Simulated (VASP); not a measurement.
# Si3N2 (P-3m1) in VASP: notebook, part 2 of 2

VASP 6.6.1. The steps go on from the part before.

### 4 Single point, PBE

This run uses another cell than the first one, of 13.38 Å³/atom.

INCAR

```
SYSTEM = Si3N2
PREC = Accurate
ENCUT = 520
EDIFF = 1E-6
ISMEAR = 0
SIGMA = 0.1
LREAL = .False.
LASPH = .True.
NELM = 60
ALGO = Normal
ISIF = 2
LWAVE = .False.
LCHARG = .False.
GGA = PE
NBANDS = 19
```

KPOINTS

```
regular mesh
0
Gamma
  18 18 4
  0 0 0
```

POSCAR

```
Si3N2
1.0
    2.8603480811      0.0000000000      0.0000000000
   -1.4301740405      2.4771341019      0.0000000000
    0.0000000000      0.0000000000      9.4398158714
Si N
3 2
Direct
    0.0000000000      0.0000000000      0.0000000000
    0.3333333333      0.6666666667      0.7660766293
    0.6666666667      0.3333333333      0.2339233707
    0.3333333333      0.6666666667      0.2975598682
    0.6666666667      0.3333333333      0.7024401318
```

Potentials or basis: VASP PAW PBE potentials, release 64 (Si, N).

Run with:

```sh
$ cat potpaw_PBE.64/Si/POTCAR potpaw_PBE.64/N/POTCAR > POTCAR
$ mpirun -np 1 vasp_std > vasp.out
```

OUTCAR:

```text
SYSTEM = Si3N2
   PREC = Accurate
   ENCUT = 520
   EDIFF = 1E-6
   ISMEAR = 0
   LREAL = .False.
   LASPH = .True.
   NELM = 60
   ISIF = 2
   GGA = PE

 ion  position               nearest neighbor table
   1  0.000  0.000  0.000-   2 2.76   3 2.76   2 2.76   3 2.76   3 2.76   2 2.76
   2  0.333  0.667  0.766-   5 1.76   5 1.76   5 1.76   1 2.76   1 2.76   1 2.76
   3  0.667  0.333  0.234-   4 1.76   4 1.76   4 1.76   1 2.76   1 2.76   1 2.76
   4  0.333  0.667  0.298-   3 1.76   3 1.76   3 1.76
   5  0.667  0.333  0.702-   2 1.76   2 1.76   2 1.76

  LATTYP: Found a hexagonal cell.
 ALAT       =     2.8603480811
 C/A-ratio  =     3.3002332596

  Lattice vectors:

 A1 = (   2.8603480811,   0.0000000000,   0.0000000000)
 A2 = (  -1.4301740405,   2.4771341019,   0.0000000000)
 A3 = (   0.0000000000,   0.0000000000,   9.4398158714)

Analysis of symmetry for initial positions (statically):
=====================================================================
 Subroutine PRICEL returns:
 Original cell was already a primitive cell.

 Routine SETGRP: Setting up the symmetry group for a
 hexagonal supercell.

 Subroutine GETGRP returns: Found 12 space group operations
 (whereof 12 operations were pure point group operations)
 out of a pool of 24 trial point group operations.

The static configuration has the point symmetry D_3d.

Analysis of symmetry for dynamics (positions and initial velocities):
=====================================================================
 Subroutine PRICEL returns:
 Original cell was already a primitive cell.

 Routine SETGRP: Setting up the symmetry group for a
 hexagonal supercell.

 Subroutine GETGRP returns: Found 12 space group operations
 (whereof 12 operations were pure point group operations)
 out of a pool of 24 trial point group operations.

[... 123 lines left out ...]
   IALGO  =     38    algorithm
   IMIX   =      4    mixing-type and parameters
     AMIX     =   0.40;   BMIX     =  1.00
     AMIX_MAG =   1.60;   BMIX_MAG =  1.00
  volume/ion in A,a.u.               =      13.38        90.27
  Fermi-wavevector in a.u.,A,eV,Ry     =   1.130069  2.135521 17.375411  1.277057
  Thomas-Fermi vector in A             =   2.266765
   LORBIT       =      0    0 simple, 1 ext, 2 COOP (PROOUT), +10 PAW based schemes
   GGA     = PE    functional components
   LHFCALC =     F    Hartree Fock is set to
   AEXX    =    0.0000 exact exchange contribution
   IVDW    =     0    specifies the selected vdW correction
   LEPSILON=     F    determine dielectric tensor
   LRPA    =     F    only Hartree local field effects (RPA)
 non-spin polarized calculation
 Gauss-broadening in eV      SIGMA  =   0.10
  energy-cutoff  :      520.00
  volume of cell :       66.89
 maximum number of plane-waves:      1824
 NGX is ok and might be reduce to    24
   NGX = 11   NGY = 11   NGZ = 35

 number of electron      21.9999997 magnetization

 Free energy of the ion-electron system (eV)
  ---------------------------------------------------
  ext. energy  EPLUGINS =         0.00000000
  ---------------------------------------------------
  free energy    TOTEN  =       -34.28243386 eV

  energy without entropy =      -34.27588506  energy(sigma->0) =      -34.27915946

 E-fermi :   6.8186     XC(G=0): -10.0183

 val. band max:        6.8154894846   @ k =   0.5000  -0.0000   0.5000
 cond. band min:       6.8211682386   @ k =   0.4444   0.0556   0.5000
 fundamental gap:      0.0056787539
 Fermi energy:         6.8185758335

 k-point     1 :       0.0000    0.0000    0.0000
  band No.  band energies     occupation
      1     -11.9786      2.00000
      2     -11.9131      2.00000
      3      -5.1782      2.00000
      4      -1.4823      2.00000
      5       1.5023      2.00000
      6       3.2146      2.00000
[... 505 lines left out ...]
      6       0.9335      2.00000
[... 11 lines left out ...]
     18      14.2984      0.00000
     19      15.9776      0.00000

 [... further k-points ...]

------------------------ aborting loop because EDIFF is reached ----------------------------------------

  FORCE on cell =-STRESS in cart. coord.  units (eV):
  Direction    XX          YY          ZZ          XY          YZ          ZX
  --------------------------------------------------------------------------------------
  -------------------------------------------------------------------------------------
  Total       -0.0122586     -0.0122586     -0.0509677     -0.0000000      0.0000000     -0.0000000
  in kB       -0.2936421     -0.2936421     -1.2208816     -0.0000000      0.0000000     -0.0000000
  external PRESSURE =      -0.6027219 kB  Pullay stress =       0.0000000 kB

 VOLUME and BASIS-vectors are now :
 -----------------------------------------------------------------------------
  energy-cutoff  :      520.00
  volume of cell :       66.89
      direct lattice vectors                 reciprocal lattice vectors
     2.860348081  0.000000000  0.000000000     0.349607800  0.201846157  0.000000000
    -1.430174041  2.477134102  0.000000000     0.000000000  0.403692315  0.000000000
     0.000000000  0.000000000  9.439815871     0.000000000  0.000000000  0.105934270

 POSITION                                       TOTAL-FORCE (eV/Angst)
 -----------------------------------------------------------------------------------
      0.00000      0.00000      0.00000         0.000000      0.000000      0.000000
     -0.00000      1.65142      7.23162        -0.000000      0.000000     -0.028844
      1.43017      0.82571      2.20819        -0.000000     -0.000000      0.028844
     -0.00000      1.65142      2.80891        -0.000000      0.000000     -0.028277
      1.43017      0.82571      6.63091        -0.000000      0.000000      0.028277
 -----------------------------------------------------------------------------------
    total drift:                                0.000000     -0.000000     -0.000000

  FREE ENERGIE OF THE ION-ELECTRON SYSTEM (eV)
  ---------------------------------------------------
  free  energy   TOTEN  =       -34.2824338629 eV

  energy  without entropy=      -34.2758850558  energy(sigma->0) =      -34.27915946
```

OSZICAR:

```text
N       E                     dE             d eps       ncg     rms          rms(c)
DAV:   1     0.735899586993E+02    0.73590E+02   -0.10188E+04  5244   0.100E+03
DAV:   2    -0.318252122564E+02   -0.10542E+03   -0.10159E+03  6648   0.204E+02
DAV:   3    -0.382491207949E+02   -0.64239E+01   -0.63701E+01  6914   0.510E+01
DAV:   4    -0.383305469415E+02   -0.81426E-01   -0.81339E-01  7372   0.627E+00
DAV:   5    -0.383317102058E+02   -0.11633E-02   -0.11631E-02  6998   0.702E-01    0.147E+01
DAV:   6    -0.342526157168E+02    0.40791E+01   -0.16692E+01  6882   0.270E+01    0.714E+00
DAV:   7    -0.342990864574E+02   -0.46471E-01   -0.20854E+00  6351   0.856E+00    0.348E+00
DAV:   8    -0.342847832834E+02    0.14303E-01   -0.11294E-01  7534   0.217E+00    0.136E+00
DAV:   9    -0.342820163973E+02    0.27669E-02   -0.19484E-02  6778   0.103E+00    0.237E-01
DAV:  10    -0.342821579285E+02   -0.14153E-03   -0.34076E-03  7141   0.367E-01    0.125E-01
DAV:  11    -0.342823948805E+02   -0.23695E-03   -0.54914E-04  5847   0.164E-01    0.362E-02
DAV:  12    -0.342824267049E+02   -0.31824E-04   -0.31250E-05  6527   0.340E-02    0.130E-02
DAV:  13    -0.342824331314E+02   -0.64264E-05   -0.14018E-05  5896   0.262E-02    0.427E-03
DAV:  14    -0.342824338629E+02   -0.73155E-06   -0.21491E-06  5903   0.112E-02
   1 F= -.34282434E+02 E0= -.34279159E+02  d E =-.654881E-02
```

It took 1.8 min on 1 thread of Intel Xeon 6975P-C (Granite Rapids), shared host; peak memory 0.27 GiB.

What came out:

* Free energy: -34.2824 eV
* Pressure: -0.1 GPa
* Largest force: 0.029 eV/Å
* Band gap on the k mesh: zero (bands 11 and 12 overlap by 3.28 eV)

Forces on the atoms (eV/Å):
```
Si   0.000  0.000  0.000
Si   0.000  0.000 -0.029
Si   0.000  0.000  0.029
N    0.000  0.000 -0.028
N    0.000  0.000  0.028
```

Levels at points of the mesh, in eV from the Fermi level:
```
           k point  band 7  band 8  band 9  band 10  band 11  band 12  band 13  band 14  band 15  band 16
(0.00, 0.00, 0.00)   -3.60   -3.60   -3.60    -1.98     1.38     4.91     6.60     6.75     6.75     7.19
(0.50, 0.00, 0.00)   -5.04   -5.03   -3.98    -3.27    -1.37    -0.03     2.63     3.04     3.75     6.15
(0.00, 0.00, 0.50)   -3.60   -3.60   -3.60    -2.45     1.80     4.72     6.62     6.75     6.75     7.16
(0.50, 0.00, 0.50)   -5.04   -5.03   -4.08    -3.29    -1.26     0.00     2.61     3.02     3.75     5.98
```

### 5 Summary

```tsv
task	cell	k mesh	cutoff (eV)	gap on the mesh (eV)	pressure (GPa)	largest force (eV/Å)
single point	a = 2.863, b = 2.863, c = 9.043 Å, angles 90.0, 90.0, 120.0°, 5 atoms, atomic positions A	6 × 6 × 4	520	none	0.0	0.04
relaxation of cell and atoms	relaxed from a = 3.494, b = 3.494, c = 5.436 Å, angles 90.0, 90.0, 120.0°, 5 atoms, atomic positions B	6 × 6 × 4	600	none	-0.1	0.04
single point	a = 2.860, b = 2.860, c = 9.440 Å, angles 90.0, 90.0, 120.0°, 5 atoms, atomic positions C	18 × 18 × 4	520	none	-0.1	0.03
```

Alike in all rows: level PBE; potentials or basis VASP PAW PBE potentials, release 64 (Si, N); no spin polarisation; smearing gaussian 0.1 eV.

Caveats: some runs use coarse meshes; a cell axis changed by over 15 % at a fixed basis, so the end point is rough (at least some runs).

Total energies depend on the potentials used, so only differences within one code and one set of settings carry meaning.
